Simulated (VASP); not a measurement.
Input of a VASP 6.6.1 run:

The input INCAR:

```
SYSTEM = WS2
  PREC = Accurate
  ENCUT = 600
  EDIFF = 1E-6
  ISMEAR = -1
  SIGMA = 0.02
  LREAL = .False.
  LASPH = .True.
  NELM = 80
  ALGO = Normal
  ISIF = 3
  LWAVE = .False.
  LCHARG = .False.
  GGA = PE
  IBRION = 2
  NSW = 80
  EDIFFG = -0.005
```

The input KPOINTS:

```
Automatic mesh
0
Gamma
  6 6 6
  0 0 0
```

The input POSCAR:

```
WS2
1.0
    0.0000000000      3.3888514900      3.3888514900
    3.3888514900      0.0000000000      3.3888514900
    3.3888514900      3.3888514900      0.0000000000
W S
1 2
Direct
    0.0000000000      0.0000000000      0.0000000000
    0.2500000000      0.2500000000      0.2500000000
    0.7500000000      0.7500000000      0.7500000000
```

Potentials or basis: VASP PAW PBE potentials, release 64 (W_sv, S).

Command:

```bash
$ cat potpaw_PBE.64/W_sv/POTCAR potpaw_PBE.64/S/POTCAR > POTCAR
$ mpirun -np 1 vasp_std > vasp.out
```

**Question.** Estimate the relaxed cell.

**Answer.** a = 4.153 Å, b = 4.153 Å, c = 4.153 Å, α = 60.00°, β = 60.00°, γ = 60.00°.

**Question.** Estimate the relaxed volume.

**Answer.** 16.89 Å³/atom.

**Question.** What does it give for the band gap on the k mesh?

**Answer.** Zero (bands 13 and 14 overlap by 1.18 eV).

The path:
```tsv
step	energy change (eV)	largest force (eV/Å)	pressure (GPa)	volume (Å³)
1	0.0000	0.0000	-24.40	77.84
2	-1.9035	0.0000	49.63	41.27
3	-3.1088	0.0000	-1.79	51.27
4	-3.1121	0.0000	-0.46	50.81
5	-3.1114	0.0000	0.95	50.35
6	-3.1110	0.0000	-1.12	51.03
7	-3.1123	0.0000	0.00	50.66
```

Caveat: the volume moved by over 15 % at a fixed basis, so the end points are rough; spin-orbit coupling is left out, which moves the levels of the heavy elements.
